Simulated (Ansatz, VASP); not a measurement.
**NaF: VASP beside Ansatz**

```
Na F
1.0
     0.00000    2.20714    2.38138
     2.20714    0.00000    2.38138
     2.20714    2.20714    0.00000
Na F
1 1
Direct
  0.00000 0.00000 0.00000
  0.50000 0.50000 0.50000
```

Change from the starting cell: strain -0.050 along x and y, +0.025 along z, atoms carried along.

Alike in both runs: task single point; functional PBE; k mesh 8 × 8 × 8; occupations gaussian, width 0.05 eV; no spin polarisation.

```csv
,VASP,Ansatz
version,VASP 6.6.1,Ansatz 0.2.0
potentials or method,"VASP PAW PBE potentials, release 64 (Na_pv, F), cutoff 520 eV","scalar-relativistic, plane waves, PAW"
valence electrons in the cell,14,16
```

VASP gave:

```
gap on the k mesh at the Fermi level (eV)                     : 6.67
least direct gap on the mesh (eV)                             : 6.67
pressure (GPa)                                                : 7.4
traceless stress, the component that is largest in VASP (GPa) : -5.80
```

Problem. Estimate Ansatz's values.

Solution. gap on the k mesh at the Fermi level (eV): 6.69; least direct gap on the mesh (eV): 6.69; pressure (GPa): 7.4; traceless stress, the component that is largest in VASP (GPa): -5.62.

VASP's potentials hold 14 valence electrons a cell and Ansatz's 16, so a difference there can come from the potentials and not from the codes.
